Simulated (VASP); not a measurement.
# H16SO10 in VASP: a series of runs

The runs below take H16SO10 through single point, with r2SCAN.

Program: VASP 6.6.1. These are calculated values, not measurements. Logs are shortened: lines on timing, memory, paths and dates and some standing lists are left out, and cuts for length are marked.

## 1. The cell of the first run

The cell holds an amorphous packing of atoms, 27 atoms: a = 6.799 Å, b = 6.799 Å, c = 6.799 Å, α = 90.00°, β = 90.00°, γ = 90.00°.

## 2. Single point, r2SCAN

Contents of POSCAR:

```
H16SO10
1.0
    6.7986970000      0.0000000000      0.0000000000
    0.0000000000      6.7986970000      0.0000000000
    0.0000000000      0.0000000000      6.7986970000
O H S
10 16 1
Direct
    0.1996117786      0.4375691401      0.8483537360
    0.3862651917      0.7013255628      1.0746765152
    0.1811229416      0.9293986774      0.8291294641
    0.4578230211     -0.0033682925      0.3650993712
    0.7250212798      0.8348070226      0.6007474668
    0.8340127527      0.2113346131      0.8843018008
    0.7722509181      0.6152649544      0.1739598044
    0.1241708522      0.6920296639      0.4777533107
    0.9717156096      0.2105991780      0.3220617127
    0.7150781981      0.3625694747      0.5214087346
    0.1793726063      0.5180698596      0.7352879530
    0.0822216375      0.3568919162      0.8432351081
    0.3047495719      0.7968732832      0.9908810468
    0.3146632362      0.5808760120      1.0231225189
    0.1476459386      0.8713287267      0.7050027380
    0.2515923272      1.0515397289      0.7877391800
    0.3619517093      0.0868548782      0.3154575060
    0.4468356216     -0.1125951046      0.2755233834
    0.5998061099      0.8785801162      0.5405741718
    0.7192848865      0.6918237421      0.6245461447
    0.7703682044      0.2501950006      0.7553947470
    0.8457502960      0.0719990904      0.8772710418
    0.8875082975      0.6115436531      0.0862224041
    0.6544342247      0.6433144469      0.0990042651
    0.0071190112      0.7528354330      0.4336124996
    0.2174240152      0.7139309194      0.3733362437
    0.7740306709      0.2799212849      0.3321960076
```

Contents of INCAR.step1:

```
SYSTEM = H16SO10
PREC = Accurate
ENCUT = 580
ISMEAR = -1
SIGMA = 0.05
LREAL = .FALSE.
LASPH = .TRUE.
NELM = 120
NBANDS = 60
GGA = PE
ALGO = Normal
EDIFF = 1E-5
LWAVE = .TRUE.
LCHARG = .FALSE.
GGA_COMPAT = .FALSE.
```

Contents of INCAR.step2:

```
SYSTEM = H16SO10
PREC = Accurate
ENCUT = 580
EDIFF = 1E-6
ISMEAR = -1
SIGMA = 0.05
LREAL = .FALSE.
LASPH = .TRUE.
NELM = 120
ALGO = Normal
ISIF = 2
LWAVE = .FALSE.
LCHARG = .TRUE.
METAGGA = R2SCAN
LMIXTAU = .TRUE.
LELF = .TRUE.
LVHAR = .TRUE.
NBANDS = 60
ISTART = 1
GGA_COMPAT = .FALSE.
```

Contents of KPOINTS:

```
regular mesh
0
G
  1 1 1
  0 0 0
```

Potentials or basis: VASP PAW PBE potentials, release 64 (O, H, S).

The run is started by

```console
cat potpaw_PBE.64/O/POTCAR potpaw_PBE.64/H/POTCAR potpaw_PBE.64/S/POTCAR > POTCAR
cp INCAR.step1 INCAR
mpirun -np 1 vasp_gam > vasp.out
cp INCAR.step2 INCAR
mpirun -np 1 vasp_gam > vasp.out
```

OUTCAR:

```text
SYSTEM = H16SO10
   PREC = Accurate
   ENCUT = 580
   EDIFF = 1E-6
   ISMEAR = -1
   LREAL = .FALSE.
   LASPH = .TRUE.
   NELM = 120
   ISIF = 2
   METAGGA = R2SCAN
   ISTART = 1

 ion  position               nearest neighbor table
   1  0.200  0.438  0.848-  11 0.95  12 0.97
   2  0.386  0.701  0.075-  14 1.02  13 1.03
   3  0.181  0.929  0.829-  15 0.96  16 1.00
   4  0.458  0.997  0.365-  17 0.96  18 0.96
   5  0.725  0.835  0.601-  20 0.99  19 0.99
   6  0.834  0.211  0.884-  22 0.95  21 1.01
   7  0.772  0.615  0.174-  24 0.97  23 0.99
   8  0.124  0.692  0.478-  25 0.95  26 0.96
   9  0.972  0.211  0.322-  27 1.43
  10  0.715  0.363  0.521-  27 1.46
  11  0.179  0.518  0.735-   1 0.95
  12  0.082  0.357  0.843-   1 0.97
  13  0.305  0.797  0.991-   2 1.03
  14  0.315  0.581  0.023-   2 1.02
[... 10 lines left out ...]
  25  0.007  0.753  0.434-   8 0.95
  26  0.217  0.714  0.373-   8 0.96
  27  0.774  0.280  0.332-   9 1.43  10 1.46

  LATTYP: Found a simple cubic cell.
 ALAT       =     6.7986970000

  Lattice vectors:

 A1 = (   6.7986970000,   0.0000000000,   0.0000000000)
 A2 = (   0.0000000000,   6.7986970000,   0.0000000000)
 A3 = (   0.0000000000,   0.0000000000,   6.7986970000)

Analysis of symmetry for initial positions (statically):
=====================================================================
 Subroutine PRICEL returns:
 Original cell was already a primitive cell.

 Routine SETGRP: Setting up the symmetry group for a
 simple cubic supercell.

 Subroutine GETGRP returns: Found  1 space group operations
 (whereof  1 operations were pure point group operations)
 out of a pool of 48 trial point group operations.

The static configuration has the point symmetry C_1 .

Analysis of symmetry for dynamics (positions and initial velocities):
=====================================================================
 Subroutine PRICEL returns:
 Original cell was already a primitive cell.

 Routine SETGRP: Setting up the symmetry group for a
 simple cubic supercell.

 Subroutine GETGRP returns: Found  1 space group operations
 (whereof  1 operations were pure point group operations)
 out of a pool of 48 trial point group operations.

The dynamic configuration has the point symmetry C_1 .

 Subroutine INISYM returns: Found  1 space group operations
 (whereof  1 operations are pure point group operations),
 and found     1 'primitive' translations

----------------------------------------------------------------------------------------

                                     Primitive cell

  volume of cell :     314.2513

  direct lattice vectors                    reciprocal lattice vectors
     6.798697000  0.000000000  0.000000000     0.147087008  0.000000000  0.000000000
     0.000000000  6.798697000  0.000000000     0.000000000  0.147087008  0.000000000
     0.000000000  0.000000000  6.798697000     0.000000000  0.000000000  0.147087008

  length of vectors
     6.798697000  6.798697000  6.798697000     0.147087008  0.147087008  0.147087008

  position of ions in fractional coordinates (direct lattice)
     0.199611779  0.437569140  0.848353736
     0.386265192  0.701325563  0.074676515
     0.181122942  0.929398677  0.829129464
     0.457823021  0.996631708  0.365099371
     0.725021280  0.834807023  0.600747467
     0.834012753  0.211334613  0.884301801
[... 19 lines left out ...]
     0.217424015  0.713930919  0.373336244
     0.774030671  0.279921285  0.332196008

  ion indices of the primitive-cell ions
   primitive index   ion index
                 1           1
                 2           2
                 3           3
                 4           4
                 5           5
                 6           6
[... 19 lines left out ...]
                26          26
                27          27

----------------------------------------------------------------------------------------

 KPOINTS: regular mesh

Automatic generation of k-mesh.
 Grid dimensions read from file:
 generate k-points for:    1    1    1

 Generating k-lattice:

  Cartesian coordinates                     Fractional coordinates (reciprocal lattice)
     0.147087008  0.000000000  0.000000000     1.000000000  0.000000000  0.000000000
     0.000000000  0.147087008  0.000000000     0.000000000  1.000000000  0.000000000
     0.000000000  0.000000000  0.147087008     0.000000000  0.000000000  1.000000000

  Length of vectors
     0.147087008  0.147087008  0.147087008

  Shift w.r.t. Gamma in fractional coordinates (k-lattice)
     0.000000000  0.000000000  0.000000000

 Subroutine IBZKPT returns following result:
 ===========================================

 Found      1 irreducible k-points:

 Following reciprocal coordinates:
            Coordinates               Weight
  0.000000  0.000000  0.000000      1.000000
   k-points           NKPTS =      1   k-points in BZ     NKDIM =      1   number of bands    NBANDS=     60
   number of dos      NEDOS =    301   number of ions     NIONS =     27
   total plane-waves  NPLWV = 157464
   dimension x,y,z NGX =    54 NGY =   54 NGZ =   54
   dimension x,y,z NGXF=   108 NGYF=  108 NGZF=  108
   ions per type =              10  16   1
   NGX,Y,Z   is equivalent  to a cutoff of  13.20, 13.20, 13.20 a.u.
   NGXF,Y,Z  is equivalent  to a cutoff of  26.41, 26.41, 26.41 a.u.
 SYSTEM =  H16SO10
   PREC   = accura    normal or accurate (medium, high low for compatibility)
   ISTART =      1    job   : 0-new  1-cont  2-samecut
   ICHARG =      0    charge: 1-file 2-atom 10-const
   ISPIN  =      1    spin polarized calculation?
   LNONCOLLINEAR =      F non collinear calculations
   LSORBIT =      F    spin-orbit coupling
   LASPH  =      T    aspherical Exc in radial PAW
   ENCUT  =  580.0 eV  42.63 Ry    6.53 a.u.  13.35 13.35 13.35*2*pi/ulx,y,z
   NELM   =    120;   NELMIN=  2; NELMDL=  0     # of ELM steps
   EDIFF  = 0.1E-05   stopping-criterion for ELM
   LREAL  =      F    real-space projection
   EDIFFG = 0.1E-04   stopping-criterion for IOM
   NSW    =      0    number of steps for IOM
   IBRION =     -1    ionic relax: 0-MD 1-quasi-New 2-CG
   NFREE  =      0    steps in history (QN), initial steepest desc. (CG)
   ISIF   =      2    stress and relaxation
   ISYM   =      2    0-nonsym 1-usesym 2-fastsym
   POTIM  = 0.5000    time-step for ionic-motion
   TEBEG  =    0.0;   TEEND  =   0.0 temperature during run
   PSTRESS=    0.0 pullay stress
   NELECT =      82.0000    total number of electrons
   NUPDOWN=      -1.0000    fix difference up-down
   EMIN   =  10.00;   EMAX   =-10.00  energy-range for DOS
   EFERMI =   0.00;   METHOD = LEGACY
   ISMEAR =    -1;   SIGMA  =   0.05  broadening in eV -4-tet -1-fermi 0-gaus
   EFERMI_NEDOS =   21; number of points for ismear=-14 and -15
   IALGO  =     38    algorithm
   IMIX   =      4    mixing-type and parameters
     AMIX     =   0.40;   BMIX     =  1.00
     AMIX_MAG =   1.60;   BMIX_MAG =  1.00
  volume/ion in A,a.u.               =      11.64        78.54
  Fermi-wavevector in a.u.,A,eV,Ry     =   1.046133  1.976906 14.890151  1.094395
  Thomas-Fermi vector in A             =   2.180959
   LORBIT       =      0    0 simple, 1 ext, 2 COOP (PROOUT), +10 PAW based schemes
   METAGGA = R2SCAN    functional components
   LHFCALC =     F    Hartree Fock is set to
   AEXX    =    0.0000 exact exchange contribution
   IVDW    =     0    specifies the selected vdW correction
   LEPSILON=     F    determine dielectric tensor
   LRPA    =     F    only Hartree local field effects (RPA)
 non-spin polarized calculation
  energy-cutoff  :      580.00
  volume of cell :      314.25
 maximum number of plane-waves:      4970
 NGX is ok and might be reduce to    54
   NGX = 27   NGY = 27   NGZ = 27

 number of electron      82.0000004 magnetization

 Free energy of the ion-electron system (eV)
  ---------------------------------------------------
  ext. energy  EPLUGINS =         0.00000000
  ---------------------------------------------------
  free energy    TOTEN  =      -148.92233203 eV

  energy without entropy =     -148.92233203  energy(sigma->0) =     -148.92233203

 E-fermi :  -2.5798     XC(G=0):  -7.0290

 val. band max:       -3.8377166463   @ k =   0.0000   0.0000   0.0000
 cond. band min:       0.1238102472   @ k =   0.0000   0.0000   0.0000
 fundamental gap:      3.9615268935
 Fermi energy:        -2.5798287406

 k-point     1 :       0.0000    0.0000    0.0000
  band No.  band energies     occupation
      1     -26.3326      2.00000
      2     -24.1037      2.00000
      3     -23.9031      2.00000
      4     -23.7750      2.00000
      5     -23.6754      2.00000
      6     -23.6146      2.00000
[... 45 lines left out ...]
     52       6.5023      0.00000
     53       6.6854      0.00000
 [bands above 53 left out]

------------------------ aborting loop because EDIFF is reached ----------------------------------------

  FORCE on cell =-STRESS in cart. coord.  units (eV):
  Direction    XX          YY          ZZ          XY          YZ          ZX
  --------------------------------------------------------------------------------------
  -------------------------------------------------------------------------------------
  Total       -1.8077718     -1.3401528     -2.4557439     -0.2982684      0.2920799      0.1389578
  in kB       -9.2167358     -6.8326293    -12.5203539     -1.5206902      1.4891389      0.7084619
  external PRESSURE =      -9.5232397 kB  Pullay stress =       0.0000000 kB

 VOLUME and BASIS-vectors are now :
 -----------------------------------------------------------------------------
  energy-cutoff  :      580.00
  volume of cell :      314.25
      direct lattice vectors                 reciprocal lattice vectors
     6.798697000  0.000000000  0.000000000     0.147087008  0.000000000  0.000000000
     0.000000000  6.798697000  0.000000000     0.000000000  0.147087008  0.000000000
     0.000000000  0.000000000  6.798697000     0.000000000  0.000000000  0.147087008

 POSITION                                       TOTAL-FORCE (eV/Angst)
 -----------------------------------------------------------------------------------
      1.35710      2.97490      5.76770        -0.133990     -0.314358      0.292895
      2.62610      4.76810      0.50770        -1.722160     -0.119027     -0.928267
      1.23140      6.31870      5.63700         0.866655      1.811857      0.063318
      3.11260      6.77580      2.48220        -0.005245      0.045232      0.142912
      4.92920      5.67560      4.08430        -0.148560     -0.658027      0.257612
      5.67020      1.43680      6.01210        -0.691821      1.501513     -1.265854
[... 19 lines left out ...]
      1.47820      4.85380      2.53820         0.278244     -0.137727     -0.176330
      5.26240      1.90310      2.25850        -0.753197      0.399874      0.310541
 -----------------------------------------------------------------------------------
    total drift:                                0.000069      0.001027      0.000475

  FREE ENERGIE OF THE ION-ELECTRON SYSTEM (eV)
  ---------------------------------------------------
  free  energy   TOTEN  =      -148.9223320270 eV

  energy  without entropy=     -148.9223320270  energy(sigma->0) =     -148.92233203
```

Run time: 5.3 min. Hardware: 1 thread of Intel Xeon 8259CL, shared host; peak memory 0.42 GiB.

Results:

```
Free energy            : -148.9223 eV
Pressure               : -1.0 GPa
Largest force          : 2.082 eV/Å
Band gap on the k mesh : 3.96 eV
```

Forces on the atoms (eV/Å):
```
O   -0.134 -0.314  0.293
O   -1.722 -0.119 -0.928
O    0.867  1.812  0.063
O   -0.005  0.045  0.143
O   -0.149 -0.658  0.258
O   -0.692  1.502 -1.266
O    1.469 -0.076 -0.040
O    0.876 -0.394  0.655
O    0.706 -0.156  0.042
O    0.100 -0.260 -0.432
H    0.270  0.697 -0.918
H   -0.499 -0.606  0.598
H    1.089 -0.313  0.492
H    0.845  0.494  0.550
H   -0.171 -0.681 -0.772
H   -0.674 -1.108  0.635
H   -0.444  0.548  0.123
H    0.185 -0.603 -0.546
H    0.783 -0.389  0.397
H   -0.289  1.004 -0.355
H    0.684 -0.408  1.339
H    0.188 -0.829 -0.160
H   -0.965 -0.009  0.302
H   -0.413  0.093 -0.348
H   -1.428  0.468 -0.260
H    0.278 -0.138 -0.176
S   -0.753  0.400  0.311
```

Caveat: the k points lie up to 0.92 Å⁻¹ apart; the PAW data sets were made with another functional, which shifts forces and pressure a little.

[end of part 1 of 2]
